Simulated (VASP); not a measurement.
Crystal: TaW.

```xyz
2
Lattice="1.5822 -2.2614 0.0000 1.5822 2.2614 0.0000 0.0000 0.0000 4.4320" Properties=species:S:1:pos:R:3 pbc="T T T"
Ta    0.0000    0.0000    0.0000
W     1.5822    0.0000    2.2160
```

Base run:

| Quantity | Value |
| --- | --- |
| Program | VASP 6.6.1 |
| Functional | LDA |
| Potentials or basis | VASP PAW LDA potentials, release 64 (Ta_pv, W_sv) |
| Cutoff | 520 eV |
| k mesh | 8 × 8 × 5 |
| Occupations | gaussian, width 0.05 eV |
| Spin | no spin polarisation |

Its results: pressure 7.3 GPa.

Question: The run is repeated on the same cell with these changes: potentials or basis from VASP PAW LDA potentials, release 64 (Ta_pv, W_sv) to VASP PAW LDA potentials, release 64 (Ta_sv_GW, W_sv); cutoff from 520 eV to 500 eV; further incar settings from ALGO = Normal; EDIFF = 1e-07; NBANDS = 20 to ALGO = Normal; EDIFF = 1e-06; NBANDS = 20; valence electrons from 25 to 27. What comes out?

Answer: Pressure 6.4 GPa.
